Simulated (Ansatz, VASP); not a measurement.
## Two plane-wave programs on MgO

The input POSCAR:

```
MgO
1.0
    0.0000000000      2.1021674167      2.1021674167
    2.1021674167      0.0000000000      2.1021674167
    2.1021674167      2.1021674167      0.0000000000
Mg O
1 1
Direct
    0.0000000000      0.0000000000      0.0000000000
    0.5000000000      0.5000000000      0.5000000000
```

Contents of INCAR.step1:

```
PREC = Accurate ; ENCUT = 520
ISMEAR = 0 ; SIGMA = 0.01
LREAL = False ; LASPH = True
NELM = 80 ; NBANDS = 11
GGA = PE ; ALGO = Normal
EDIFF = 1E-4 ; LWAVE = True
LCHARG = False
```

Contents of INCAR.step2:

```
PREC = Accurate ; ENCUT = 520
EDIFF = 1E-6 ; ISMEAR = 0
SIGMA = 0.01 ; LREAL = False
LASPH = True ; NELM = 80
ALGO = Normal ; ISIF = 2
LWAVE = False ; LCHARG = False
METAGGA = R2SCAN ; LMIXTAU = True
NBANDS = 11 ; ISTART = 1
```

File KPOINTS:

```
regular mesh
0
Gamma
  10 10 10
```

Input for Ansatz:

```yaml
crystal:
  lattice:
    - [0.0, 2.1021674167, 2.1021674167]
    - [2.1021674167, 0.0, 2.1021674167]
    - [2.1021674167, 2.1021674167, 0.0]
  atoms:
    - { symbol: Mg, position: [0.0, 0.0, 0.0] }
    - { symbol: O, position: [0.5, 0.5, 0.5] }
kpoints:
  mp_grid: { grid: [10, 10, 10] }
  band_path:
    path:
      - [0.0, 0.0, 0.0]
      - [0.5, 0.0, 0.5]
      - [0.625, 0.25, 0.625]
      - [0.375, 0.375, 0.75]
      - [0.5, 0.5, 0.5]
      - [0.5, 0.25, 0.75]
    npoints: 1
hamiltonian:
  xc: r2scan
scf:
  occupations: { method: fixed }
  n_extra_bands: 4
output:
  forces: true
  stress: true
  eigenvalues: true
  write_density: true
  write_potential: true
  elf: true
  volumetric_format: npy
```

Alike in both runs: task single point; functional r2SCAN; k mesh 10 × 10 × 10; no spin polarisation.

|  | VASP | Ansatz |
| --- | --- | --- |
| version | VASP 6.6.1 | Ansatz 0.2.0 |
| potentials or method | VASP PAW PBE potentials, release 64 (Mg, O) | plane waves, PAW |
| plane-wave cutoff (eV) | 520 | 500 |
| occupations | gaussian, width 0.01 eV | fixed |
| valence electrons in the cell | 8 | 16 |

```csv
,VASP,Ansatz,Ansatz less VASP
gap on the k mesh at the Fermi level (eV),5.66,5.68,+0.025
pressure (GPa),-1.1,0.0,+1.15
```

VASP's potentials were made for PBE, not for r2SCAN. VASP's potentials hold 8 valence electrons a cell and Ansatz's 16, so a difference there can come from the potentials and not from the codes.
